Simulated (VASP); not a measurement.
Here is a VASP 6.6.1 calculation.

The input INCAR:

```
SYSTEM = TiC
  PREC = Accurate
  ENCUT = 520
  EDIFF = 1E-7
  ISMEAR = 0
  SIGMA = 0.15
  LREAL = .False.
  LASPH = .True.
  NELM = 80
  ALGO = Normal
  ISIF = 2
  LWAVE = .False.
  LCHARG = .False.
  GGA = PS
  NBANDS = 15
```

File KPOINTS:

```
Automatic mesh
0
Gamma
  18 18 18
  0 0 0
```

Contents of POSCAR:

```
TiC
1.0
    0.0000000000      2.1640000000      2.1640000000
    2.1640000000      0.0000000000      2.1640000000
    2.1640000000      2.1640000000      0.0000000000
Ti C
1 1
Direct
   -0.0231053604     -0.0231053604      0.0231053604
    0.5000000000      0.5000000000      0.5000000000
```

Potentials or basis: VASP PAW PBE potentials, release 64 (Ti_sv, C).

The run is started by

```console
$ cat potpaw_PBE.64/Ti_sv/POTCAR potpaw_PBE.64/C/POTCAR > POTCAR
$ mpirun -np 1 vasp_std > vasp.out
```

(1) Predict the band gap on the k mesh.

(2) What does it give for the largest force?

(3) Predict the pressure.

## Answers

(1) zero (band 8 reaches 9.99 eV, above the bottom of band 9 at 8.88 eV).

(2) 0.914 eV/Å.

(3) -4.7 GPa.

Caveat: the cell differs from its parent crystal (atom 1 (Ti) moved by (+0.000, -0.100) A along [1 1 0] and z); the PAW data sets were made with another functional, which shifts forces and pressure a little.
